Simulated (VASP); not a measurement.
# Rh (P6_3/mmc) in VASP: elastic constants with PBEsol

Aim: the elastic constants of Rh with PBEsol.

All numbers are computed with VASP 6.6.1; they aren't measurements. Logs are shortened: lines on timing, memory, paths and dates and some standing lists are left out, and cuts for length are marked.

## (1) The cell of the first run

It takes space group P6_3/mmc (No. 194, hexagonal). The conventional cell has a = 2.689 Å, b = 2.689 Å, c = 4.334 Å, α = 90.00°, β = 90.00°, γ = 120.00°. Within 3.5 Å of Rh (site symmetry -6m2) lie 12 Rh at 2.67 to 2.69 Å.

This isn't the form of Rh at room conditions, which is fcc.

## (2) Elastic constants, PBEsol

INCAR

```
SYSTEM = Rh
  PREC = Accurate
  ENCUT = 600
  EDIFF = 1E-8
  ISMEAR = -1
  SIGMA = 0.1
  LREAL = .False.
  LASPH = .True.
  NELM = 80
  ALGO = Normal
  ISIF = 3
  LWAVE = .False.
  LCHARG = .False.
  GGA = PS
  NBANDS = 22
  IBRION = 6
  NFREE = 2
  POTIM = 0.015
  NSW = 1
  KPAR = 4
```

KPOINTS

```
Automatic mesh
0
Gamma
  18 18 10
  0 0 0
```

POSCAR

```
Rh
1.0
    2.6892717277      0.0000000000      0.0000000000
   -1.3446358638      2.3289776338      0.0000000000
    0.0000000000      0.0000000000      4.3338837760
Rh
2
Direct
    0.6666666667      0.3333333333      0.7500000000
    0.3333333333      0.6666666667      0.2500000000
```

Potentials or basis: VASP PAW PBE potentials, release 64 (Rh_pv).

Launch:

```console
$ cat potpaw_PBE.64/Rh_pv/POTCAR > POTCAR
$ mpirun -np 4 vasp_std > vasp.out
```

OUTCAR:

```text
SYSTEM = Rh
   PREC = Accurate
   ENCUT = 600
   EDIFF = 1E-8
   ISMEAR = -1
   LREAL = .False.
   LASPH = .True.
   NELM = 80
   ISIF = 3
   GGA = PS
   IBRION = 6
   NFREE = 2
   POTIM = 0.015
   NSW = 1

 ion  position               nearest neighbor table
   1  0.667  0.333  0.750-   2 2.67   2 2.67   2 2.67   2 2.67   2 2.67   2 2.67
   2  0.333  0.667  0.250-   1 2.67   1 2.67   1 2.67   1 2.67   1 2.67   1 2.67

  LATTYP: Found a hexagonal cell.
 ALAT       =     2.6892717277
 C/A-ratio  =     1.6115455093

  Lattice vectors:

 A1 = (   2.6892717277,   0.0000000000,   0.0000000000)
 A2 = (  -1.3446358638,   2.3289776338,   0.0000000000)
 A3 = (   0.0000000000,   0.0000000000,   4.3338837760)

Analysis of symmetry for initial positions (statically):
=====================================================================
 Subroutine PRICEL returns:
 Original cell was already a primitive cell.

 Routine SETGRP: Setting up the symmetry group for a
 hexagonal supercell.

 Subroutine GETGRP returns: Found 24 space group operations
 (whereof 12 operations were pure point group operations)
 out of a pool of 24 trial point group operations.

The static configuration has the point symmetry D_3d.
 The point group associated with its full space group is D_6h.

Analysis of symmetry for dynamics (positions and initial velocities):
=====================================================================
 Subroutine PRICEL returns:
 Original cell was already a primitive cell.

 Routine SETGRP: Setting up the symmetry group for a
 hexagonal supercell.

 Subroutine GETGRP returns: Found 24 space group operations
 (whereof 12 operations were pure point group operations)
 out of a pool of 24 trial point group operations.

The dynamic configuration has the point symmetry D_3d.
 The point group associated with its full space group is D_6h.

 Subroutine INISYM returns: Found 24 space group operations
 (whereof 12 operations are pure point group operations),
 and found     1 'primitive' translations

----------------------------------------------------------------------------------------

                                     Primitive cell

  volume of cell :      27.1442

  direct lattice vectors                    reciprocal lattice vectors
     2.689271728  0.000000000  0.000000000     0.371847883  0.214686476  0.000000000
    -1.344635864  2.328977634  0.000000000     0.000000000  0.429372951  0.000000000
     0.000000000  0.000000000  4.333883776     0.000000000  0.000000000  0.230739921

  length of vectors
     2.689271728  2.689271728  4.333883776     0.429372951  0.429372951  0.230739921

  position of ions in fractional coordinates (direct lattice)
     0.666666667  0.333333333  0.750000000
     0.333333333  0.666666667  0.250000000

  ion indices of the primitive-cell ions
   primitive index   ion index
                 1           1
                 2           2

----------------------------------------------------------------------------------------

 KPOINTS: Automatic mesh

Automatic generation of k-mesh.
 Grid dimensions read from file:
 generate k-points for:   18   18   10

 Generating k-lattice:

[... 108 lines left out ...]
  free energy    TOTEN  =       -16.24904430 eV

  energy without entropy =      -16.14406583  energy(sigma->0) =      -16.19655506

------------------------ aborting loop because EDIFF is reached ----------------------------------------

  FORCE on cell =-STRESS in cart. coord.  units (eV):
  Direction    XX          YY          ZZ          XY          YZ          ZX
  --------------------------------------------------------------------------------------
  -------------------------------------------------------------------------------------
  Total       -0.0304699     -0.0304699     -0.0272281     -0.0000000      0.0000000      0.0000000
  in kB       -1.7984736     -1.7984736     -1.6071274     -0.0000000      0.0000000      0.0000000
  external PRESSURE =      -1.7346915 kB  Pullay stress =       0.0000000 kB
[... 89 lines left out ...]
  FREE ENERGIE OF THE ION-ELECTRON SYSTEM (eV)
  ---------------------------------------------------
  free  energy   TOTEN  =       -16.2396373511 eV

  energy  without entropy=      -16.1372165004  energy(sigma->0) =      -16.18842693

[... ionic steps 4 to 14 ...]

--------------------------------------- Ionic step       15  -------------------------------------------

 number of electron      30.0000002 magnetization

------------------------ aborting loop because EDIFF is reached ----------------------------------------
[... 67 lines left out ...]
--------------------------------------- Ionic step       17  -------------------------------------------

 number of electron      29.9999999 magnetization

 Free energy of the ion-electron system (eV)
  ---------------------------------------------------
  ext. energy  EPLUGINS =         0.00000000
  ---------------------------------------------------
  free energy    TOTEN  =       -16.24770154 eV

  energy without entropy =      -16.14272731  energy(sigma->0) =      -16.19521443

 E-fermi :  12.0888     XC(G=0): -14.2992

 val. band max:       12.0886722880   @ k =  -0.0556   0.5000   0.2000
 cond. band min:      12.0888707594   @ k =   0.3889   0.1667   0.1000
 fundamental gap:      0.0001984715
 Fermi energy:        12.0888332549

 k-point     1 :       0.0000    0.0000    0.0000
  band No.  band energies     occupation
      1     -35.1446      2.00000
      2     -34.4514      2.00000
      3     -34.4514      2.00000
      4     -34.3485      2.00000
      5     -34.3366      2.00000
      6     -34.3366      2.00000
[... 589 lines left out ...]
     21      23.9708      0.00000
     22      26.8884      0.00000

 [... further k-points ...]

------------------------ aborting loop because EDIFF is reached ----------------------------------------

  FORCE on cell =-STRESS in cart. coord.  units (eV):
  Direction    XX          YY          ZZ          XY          YZ          ZX
  --------------------------------------------------------------------------------------
  -------------------------------------------------------------------------------------
  Total       -0.0257457     -0.0257457     -0.0171995     -0.0000000      0.0000000     -0.0000000
  in kB       -1.5196299     -1.5196299     -1.0151956     -0.0000000      0.0000000     -0.0000000
  external PRESSURE =      -1.3514851 kB  Pullay stress =       0.0000000 kB
[... 17 lines left out ...]
  FREE ENERGIE OF THE ION-ELECTRON SYSTEM (eV)
  ---------------------------------------------------
  free  energy   TOTEN  =       -16.2477015425 eV

  energy  without entropy=      -16.1427273089  energy(sigma->0) =      -16.19521443

 INTERNAL STRAIN TENSORS FROM STRAINED CELLS
 ============================================

 INTERNAL STRAIN TENSOR FOR ION    1 for displacements in x,y,z  (eV/Angst):
          X           Y           Z          XY          YZ          ZX
  --------------------------------------------------------------------------------
  x     0.00000    -0.00000    -0.00000     2.38963     0.00000    -0.00000
  y     2.39974    -2.38943    -0.00000     0.00002     0.00004    -0.00007
  z     0.00000    -0.00000     0.00000     0.00000    -0.00291    -0.00000

 INTERNAL STRAIN TENSORS FROM DISPLACED ATOMS
 ============================================

 INTERNAL STRAIN TENSOR FOR ION    1 for displacements in x,y,z  (eV/Angst):
          X           Y           Z          XY          YZ          ZX
  --------------------------------------------------------------------------------
  x     0.00000    -0.00000     0.00000     2.39375     0.00000     0.00000
  y     2.39375    -2.39375    -0.00000    -0.00000     0.00000     0.00000
  z    -0.00000     0.00000     0.00000     0.00000     0.00000    -0.00000

 INTERNAL STRAIN TENSOR FOR ION    2 for displacements in x,y,z  (eV/Angst):
          X           Y           Z          XY          YZ          ZX
  --------------------------------------------------------------------------------
  x    -0.00000     0.00000     0.00000    -2.39375     0.00000     0.00000
  y    -2.39375     2.39375     0.00000     0.00000     0.00000     0.00000
  z     0.00000    -0.00000    -0.00000     0.00000     0.00000     0.00000

 Eigenvectors and eigenvalues of the dynamical matrix
 ----------------------------------------------------

   1 f  =    7.527560 THz    47.297055 2PiTHz  251.092379 cm-1    31.131473 meV
             X         Y         Z           dx          dy          dz
      1.344636  0.776326  3.250413     0.000000    0.000000    0.707107
     -0.000000  1.552652  1.083471     0.000000    0.000000   -0.707107
[... 16 lines left out ...]
   5 f  =    0.000000 THz     0.000000 2PiTHz    0.000001 cm-1     0.000000 meV
             X         Y         Z           dx          dy          dz
      1.344636  0.776326  3.250413     0.184561    0.545690   -0.410073
     -0.000000  1.552652  1.083471     0.184561    0.545690   -0.410073

   6 f/i=    0.000000 THz     0.000000 2PiTHz    0.000001 cm-1     0.000000 meV
             X         Y         Z           dx          dy          dz
      1.344636  0.776326  3.250413     0.682077   -0.163999    0.088746
     -0.000000  1.552652  1.083471     0.682077   -0.163999    0.088746

--------------------------------------------------------------------------------------------------------

 ELASTIC MODULI CONTR FROM IONIC RELAXATION (kBar)
 Direction    XX          YY          ZZ          XY          YZ          ZX
 --------------------------------------------------------------------------------
 XX         -73.7943     73.7943      0.0000     -0.0000      0.0000     -0.0000
 YY          73.7943    -73.7943     -0.0000     -0.0000      0.0000      0.0000
 ZZ           0.0000     -0.0000     -0.0000     -0.0000      0.0000      0.0000
 XY          -0.0000     -0.0000     -0.0000    -73.7943      0.0000     -0.0000
 YZ           0.0000      0.0000      0.0000      0.0000      0.0000      0.0000
 ZX          -0.0000      0.0000      0.0000     -0.0000      0.0000     -0.0000
 --------------------------------------------------------------------------------

 TOTAL ELASTIC MODULI (kBar)
 Direction    XX          YY          ZZ          XY          YZ          ZX
 --------------------------------------------------------------------------------
 XX        4844.5599   1824.5691   1980.9921      0.0000      0.0000     -0.0000
 YY        1824.5691   4844.5599   1980.9921      0.0000     -0.0000     -0.0000
 ZZ        1980.9921   1980.9921   4961.9685      0.0000     -0.0000     -0.0000
 XY           0.0000      0.0000      0.0000   1509.9954      0.0000     -0.0000
 YZ          -0.0000     -0.0000     -0.0000      0.0000    831.6579      0.0000
 ZX          -0.0000      0.0000      0.0000      0.0000      0.0000    831.6580
 --------------------------------------------------------------------------------
```

It took 36 min on 4 MPI ranks of Oxide Virtual Turin-like, shared host; peak memory 0.99 GiB.

Results:

```
Voigt bulk modulus            : 291 GPa
Highest phonon frequency at Γ : 251 cm⁻¹
```

Phonon frequencies in cm⁻¹ (negative: imaginary):
```
              q point        frequencies
(0.000, 0.000, 0.000)  0 0 0 156 156 251
```

Elastic tensor in Voigt notation (GPa, in the Cartesian axes of the cell as first typed):
```
484 182 198   0   0   0
182 484 198   0   0   0
198 198 496   0   0   0
  0   0   0  83   0   0
  0   0   0   0  83   0
  0   0   0   0   0 151
```

Clamped-ion elastic tensor (GPa):
```
492 175 198   0   0   0
175 492 198   0   0   0
198 198 496   0   0   0
  0   0   0  83   0   0
  0   0   0   0  83   0
  0   0   0   0   0 158
```

Caveat: the PAW data sets were made with another functional, which shifts forces and pressure a little.
